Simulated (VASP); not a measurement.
Here is a VASP 6.6.1 calculation.

Contents of POSCAR:

```
InP
1.0
    0.0000000000      2.9305005221      2.9305005221
    2.9305005221      0.0000000000      2.9305005221
    2.9305005221      2.9305005221      0.0000000000
In P
1 1
Direct
    0.0000000000      0.0000000000      0.0000000000
    0.7500000000      0.7500000000      0.7500000000
```

File INCAR.step1:

```
PREC = Accurate
ENCUT = 520
EDIFF = 1E-5
ISMEAR = 0
SIGMA = 0.05
LREAL = F
LASPH = T
NELM = 60
ALGO = Normal
ISIF = 2
LWAVE = T
LCHARG = F
NBANDS = 16
GGA = PE
```

INCAR.step2

```
PREC = Accurate
ENCUT = 520
EDIFF = 1E-6
ISMEAR = 0
SIGMA = 0.05
LREAL = F
LASPH = T
NELM = 60
ALGO = Normal
ISIF = 2
LWAVE = F
LCHARG = F
GGA = PE
LHFCALC = T
AEXX = 0.25
HFSCREEN = 0.1
PRECFOCK = Normal
NBANDS = 16
ISTART = 1
```

The input KPOINTS:

```
regular mesh
0
Gamma
  4 4 4
```

Potentials or basis: VASP PAW PBE potentials, release 64 (In_d, P).

Launch:

```sh
$ cat potpaw_PBE.64/In_d/POTCAR potpaw_PBE.64/P/POTCAR > POTCAR
$ cp INCAR.step1 INCAR
$ mpirun -np 1 vasp_std > vasp.out
$ cp INCAR.step2 INCAR
$ mpirun -np 1 vasp_std > vasp.out
```

(1) What does it give for the band gap on the k mesh?

(2) What does it give for the pressure?

## Answers

(1) 1.86 eV, direct.

(2) 1.3 GPa.

Caveat: the k points lie up to 0.46 Å⁻¹ apart; the PAW data sets were made with another functional, which shifts forces and pressure a little; spin-orbit coupling is left out, which moves the levels of the heavy elements.
